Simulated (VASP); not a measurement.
# NaCl (Fm-3m) in VASP: notebook

Runs on NaCl. Level: PBE. Tasks: single point, relaxation of cell and atoms.

Everything below comes from runs of VASP 6.6.1. Logs are shortened: lines on timing, memory, paths and dates and some standing lists are left out, and cuts for length are marked.

**1. The cell of the first run**

It takes space group Fm-3m (No. 225, cubic). Conventional cell: a = 5.357 Å, b = 5.357 Å, c = 5.357 Å, α = 90.00°, β = 90.00°, γ = 90.00°. Na (site symmetry m-3m) has 6 Cl at 2.68 Å within 3.5 Å. Cl (site symmetry m-3m) has 6 Na at 2.68 Å within 3.5 Å.

**2. Single point, PBE**

Input file INCAR:

```
SYSTEM = NaCl
PREC = Accurate ; ENCUT = 520
EDIFF = 1E-6 ; ISMEAR = 0
SIGMA = 0.02 ; LREAL = .False.
LASPH = .True. ; NELM = 60
ALGO = Normal ; ISIF = 2
LWAVE = .False. ; LCHARG = .True.
GGA = PE ; LELF = .True.
LVHAR = .True. ; NBANDS = 14
```

Input file KPOINTS:

```
regular mesh
0
Gamma
  8 8 8
  0 0 0
```

Input file POSCAR:

```
NaCl
1.0
    0.0000000000      2.6784744727      2.6784744727
    2.6784744727      0.0000000000      2.6784744727
    2.6784744727      2.6784744727      0.0000000000
Na Cl
1 1
Direct
    0.0000000000      0.0000000000      0.0000000000
    0.5000000000      0.5000000000      0.5000000000
```

Potentials or basis: VASP PAW PBE potentials, release 64 (Na_pv, Cl).

Run with:

```sh
> cat potpaw_PBE.64/Na_pv/POTCAR potpaw_PBE.64/Cl/POTCAR > POTCAR
> mpirun -np 1 vasp_std > vasp.out
```

OUTCAR:

```text
SYSTEM = NaCl
   PREC = Accurate
   ENCUT = 520
   EDIFF = 1E-6
   ISMEAR = 0
   LREAL = .False.
   LASPH = .True.
   NELM = 60
   ISIF = 2
   GGA = PE

 ion  position               nearest neighbor table
   1  0.000  0.000  0.000-   2 2.68   2 2.68   2 2.68   2 2.68   2 2.68   2 2.68
   2  0.500  0.500  0.500-   1 2.68   1 2.68   1 2.68   1 2.68   1 2.68   1 2.68

  LATTYP: Found a face centered cubic cell.
 ALAT       =     5.3569489454

  Lattice vectors:

 A1 = (   0.0000000000,   2.6784744727,   2.6784744727)
 A2 = (   2.6784744727,   0.0000000000,   2.6784744727)
 A3 = (   2.6784744727,   2.6784744727,   0.0000000000)

Analysis of symmetry for initial positions (statically):
=====================================================================
 Subroutine PRICEL returns:
 Original cell was already a primitive cell.

 Routine SETGRP: Setting up the symmetry group for a
 face centered cubic supercell.

 Subroutine GETGRP returns: Found 48 space group operations
 (whereof 48 operations were pure point group operations)
 out of a pool of 48 trial point group operations.

The static configuration has the point symmetry O_h .

Analysis of symmetry for dynamics (positions and initial velocities):
=====================================================================
 Subroutine PRICEL returns:
 Original cell was already a primitive cell.

 Routine SETGRP: Setting up the symmetry group for a
 face centered cubic supercell.

 Subroutine GETGRP returns: Found 48 space group operations
 (whereof 48 operations were pure point group operations)
 out of a pool of 48 trial point group operations.

The dynamic configuration has the point symmetry O_h .

 Subroutine INISYM returns: Found 48 space group operations
 (whereof 48 operations are pure point group operations),
 and found     1 'primitive' translations

----------------------------------------------------------------------------------------

                                     Primitive cell

  volume of cell :      38.4320

  direct lattice vectors                    reciprocal lattice vectors
     0.000000000  2.678474473  2.678474473    -0.186673424  0.186673424  0.186673424
     2.678474473  0.000000000  2.678474473     0.186673424 -0.186673424  0.186673424
     2.678474473  2.678474473  0.000000000     0.186673424  0.186673424 -0.186673424

  length of vectors
     3.787934926  3.787934926  3.787934926     0.323327854  0.323327854  0.323327854

  position of ions in fractional coordinates (direct lattice)
     0.000000000  0.000000000  0.000000000
     0.500000000  0.500000000  0.500000000

  ion indices of the primitive-cell ions
   primitive index   ion index
                 1           1
                 2           2

----------------------------------------------------------------------------------------

 KPOINTS: regular mesh

Automatic generation of k-mesh.
 Grid dimensions read from file:
 generate k-points for:    8    8    8

 Generating k-lattice:

  Cartesian coordinates                     Fractional coordinates (reciprocal lattice)
    -0.023334178  0.023334178  0.023334178     0.125000000  0.000000000  0.000000000
     0.023334178 -0.023334178  0.023334178     0.000000000  0.125000000  0.000000000
     0.023334178  0.023334178 -0.023334178     0.000000000  0.000000000  0.125000000

  Length of vectors
     0.040415982  0.040415982  0.040415982

  Shift w.r.t. Gamma in fractional coordinates (k-lattice)
     0.000000000  0.000000000  0.000000000

 Subroutine IBZKPT returns following result:
 ===========================================

 Found     29 irreducible k-points:

 Following reciprocal coordinates:
            Coordinates               Weight
  0.000000  0.000000  0.000000      1.000000
  0.125000  0.000000  0.000000      8.000000
  0.250000  0.000000  0.000000      8.000000
  0.375000  0.000000  0.000000      8.000000
  0.500000  0.000000  0.000000      4.000000
  0.125000  0.125000  0.000000      6.000000
[... 16 lines left out ...]
  0.500000  0.250000  0.125000     48.000000
 -0.375000  0.250000  0.125000     24.000000
 [... further k-points ...]
   k-points           NKPTS =     29   k-points in BZ     NKDIM =     29   number of bands    NBANDS=     14
   number of dos      NEDOS =    301   number of ions     NIONS =      2
   total plane-waves  NPLWV =  21952
   dimension x,y,z NGX =    28 NGY =   28 NGZ =   28
   dimension x,y,z NGXF=    56 NGYF=   56 NGZF=   56
   ions per type =               1   1
   NGX,Y,Z   is equivalent  to a cutoff of  12.29, 12.29, 12.29 a.u.
   NGXF,Y,Z  is equivalent  to a cutoff of  24.58, 24.58, 24.58 a.u.
 SYSTEM =  NaCl
   PREC   = accura    normal or accurate (medium, high low for compatibility)
   ISTART =      0    job   : 0-new  1-cont  2-samecut
   ICHARG =      2    charge: 1-file 2-atom 10-const
   ISPIN  =      1    spin polarized calculation?
   LNONCOLLINEAR =      F non collinear calculations
   LSORBIT =      F    spin-orbit coupling
   LASPH  =      T    aspherical Exc in radial PAW
   ENCUT  =  520.0 eV  38.22 Ry    6.18 a.u.   7.04  7.04  7.04*2*pi/ulx,y,z
   NELM   =     60;   NELMIN=  2; NELMDL= -5     # of ELM steps
   EDIFF  = 0.1E-05   stopping-criterion for ELM
   LREAL  =      F    real-space projection
   EDIFFG = 0.1E-04   stopping-criterion for IOM
   NSW    =      0    number of steps for IOM
   IBRION =     -1    ionic relax: 0-MD 1-quasi-New 2-CG
   NFREE  =      0    steps in history (QN), initial steepest desc. (CG)
   ISIF   =      2    stress and relaxation
   ISYM   =      2    0-nonsym 1-usesym 2-fastsym
   POTIM  = 0.5000    time-step for ionic-motion
   TEBEG  =    0.0;   TEEND  =   0.0 temperature during run
   PSTRESS=    0.0 pullay stress
   NELECT =      14.0000    total number of electrons
   NUPDOWN=      -1.0000    fix difference up-down
   EMIN   =  10.00;   EMAX   =-10.00  energy-range for DOS
   EFERMI =   0.00;   METHOD = LEGACY
   ISMEAR =     0;   SIGMA  =   0.02  broadening in eV -4-tet -1-fermi 0-gaus
   EFERMI_NEDOS =   21; number of points for ismear=-14 and -15
   IALGO  =     38    algorithm
   IMIX   =      4    mixing-type and parameters
     AMIX     =   0.40;   BMIX     =  1.00
     AMIX_MAG =   1.60;   BMIX_MAG =  1.00
  volume/ion in A,a.u.               =      19.22       129.68
  Fermi-wavevector in a.u.,A,eV,Ry     =   1.169194  2.209457 18.599370  1.367015
  Thomas-Fermi vector in A             =   2.305670
   LORBIT       =      0    0 simple, 1 ext, 2 COOP (PROOUT), +10 PAW based schemes
   GGA     = PE    functional components
   LHFCALC =     F    Hartree Fock is set to
   AEXX    =    0.0000 exact exchange contribution
   IVDW    =     0    specifies the selected vdW correction
   LEPSILON=     F    determine dielectric tensor
   LRPA    =     F    only Hartree local field effects (RPA)
 non-spin polarized calculation
 Gauss-broadening in eV      SIGMA  =   0.02
  energy-cutoff  :      520.00
  volume of cell :       38.43
 maximum number of plane-waves:      1056
   NGX = 15   NGY = 15   NGZ = 15

 number of electron      13.9999996 magnetization

 Free energy of the ion-electron system (eV)
  ---------------------------------------------------
  ext. energy  EPLUGINS =         0.00000000
  ---------------------------------------------------
  free energy    TOTEN  =        -6.64051499 eV

  energy without entropy =       -6.64051499  energy(sigma->0) =       -6.64051499

 E-fermi :   0.4709     XC(G=0):  -8.8478

 val. band max:        0.2653806133   @ k =   0.0000   0.0000   0.0000
 cond. band min:       6.0393783043   @ k =   0.0000   0.0000   0.0000
 fundamental gap:      5.7739976910
 Fermi energy:         0.4709229637

 k-point     1 :       0.0000    0.0000    0.0000
  band No.  band energies     occupation
      1     -20.3069      2.00000
      2     -20.3069      2.00000
      3     -20.3069      2.00000
      4     -12.7992      2.00000
      5       0.2654      2.00000
      6       0.2654      2.00000
      7       0.2654      2.00000
      8       6.0394      0.00000
      9      11.5029      0.00000
     10      11.5029      0.00000
     11      11.5029      0.00000
     12      13.8802      0.00000
     13      13.8802      0.00000
     14      15.7446      0.00000

 k-point     2 :       0.1250    0.0000    0.0000
  band No.  band energies     occupation
      1     -20.3159      2.00000
      2     -20.3074      2.00000
      3     -20.3074      2.00000
      4     -12.7264      2.00000
      5      -0.1994      2.00000
      6       0.2086      2.00000
      7       0.2086      2.00000
      8       6.5965      0.00000
      9      10.9857      0.00000
     10      11.7378      0.00000
     11      11.7378      0.00000
     12      13.6768      0.00000
     13      13.6768      0.00000
     14      16.8368      0.00000

 k-point     3 :       0.2500    0.0000    0.0000
  band No.  band energies     occupation
      1     -20.3375      2.00000
      2     -20.3087      2.00000
      3     -20.3087      2.00000
      4     -12.5440      2.00000
      5      -1.1178      2.00000
      6       0.0766      2.00000
      7       0.0766      2.00000
      8       7.5375      0.00000
      9      10.6697      0.00000
     10      11.9430      0.00000
     11      11.9430      0.00000
     12      13.9541      0.00000
     13      13.9541      0.00000
     14      17.1312      0.00000
[... 324 lines left out ...]
 k-point    23 :       0.5000    0.2500    0.1250
  band No.  band energies     occupation
      1     -20.3504      2.00000
      2     -20.3214      2.00000
      3     -20.3134      2.00000
      4     -12.2862      2.00000
      5      -1.6833      2.00000
      6      -0.6288      2.00000
      7      -0.2152      2.00000
      8       8.9820      0.00000
      9      10.3974      0.00000
     10      10.6271      0.00000
     11      12.7591      0.00000
     12      14.6512      0.00000
     13      17.4545      0.00000
     14      17.6890      0.00000

 k-point    24 :      -0.3750    0.2500    0.1250
  band No.  band energies     occupation
      1     -20.3548      2.00000
      2     -20.3223      2.00000
      3     -20.3149      2.00000
      4     -12.2257      2.00000
      5      -1.8363      2.00000
      6      -0.7307      2.00000
      7      -0.2828      2.00000
      8       8.9762      0.00000
      9      10.3581      0.00000
     10      11.2656      0.00000
     11      12.5551      0.00000
     12      15.4142      0.00000
     13      16.9468      0.00000
     14      17.8558      0.00000

 [... further k-points ...]

------------------------ aborting loop because EDIFF is reached ----------------------------------------

  FORCE on cell =-STRESS in cart. coord.  units (eV):
  Direction    XX          YY          ZZ          XY          YZ          ZX
  --------------------------------------------------------------------------------------
  -------------------------------------------------------------------------------------
  Total        1.5980253      1.5980253      1.5980253      0.0000000      0.0000000      0.0000000
  in kB       66.6195510     66.6195510     66.6195510      0.0000000      0.0000000      0.0000000
  external PRESSURE =      66.6195510 kB  Pullay stress =       0.0000000 kB

 VOLUME and BASIS-vectors are now :
 -----------------------------------------------------------------------------
  energy-cutoff  :      520.00
  volume of cell :       38.43
      direct lattice vectors                 reciprocal lattice vectors
     0.000000000  2.678474473  2.678474473    -0.186673424  0.186673424  0.186673424
     2.678474473  0.000000000  2.678474473     0.186673424 -0.186673424  0.186673424
     2.678474473  2.678474473  0.000000000     0.186673424  0.186673424 -0.186673424

 POSITION                                       TOTAL-FORCE (eV/Angst)
 -----------------------------------------------------------------------------------
      0.00000      0.00000      0.00000         0.000000      0.000000      0.000000
      2.67847      2.67847      2.67847        -0.000000     -0.000000     -0.000000
 -----------------------------------------------------------------------------------
    total drift:                                0.000000      0.000000      0.000000

  FREE ENERGIE OF THE ION-ELECTRON SYSTEM (eV)
  ---------------------------------------------------
  free  energy   TOTEN  =        -6.6405149949 eV

  energy  without entropy=       -6.6405149949  energy(sigma->0) =       -6.64051499
```

Wall time 20 s (1 thread of Intel Xeon 8259CL, shared host); peak memory 0.15 GiB.

Results:

- Free energy: -6.6405 eV
- Pressure: 6.7 GPa
- Band gap on the k mesh: 5.77 eV

Levels at points of the mesh, in eV from the valence-band top:
```
           k point  band 3  band 4  band 5  band 6  band 7  band 8  band 9  band 10  band 11  band 12
(0.00, 0.00, 0.00)  -20.57  -13.06    0.00    0.00    0.00    5.77   11.24    11.24    11.24    13.61
(0.50, 0.00, 0.00)  -20.58  -12.53   -2.44   -0.36   -0.36    7.53   11.33    11.33    11.95    16.05
(0.50, 0.50, 0.00)  -20.59  -12.48   -2.11   -0.76   -0.76    7.89    7.98    12.48    15.82    16.23
```

Caveat: the cell stands under pressure.

(Continued in part 2 of 2.)
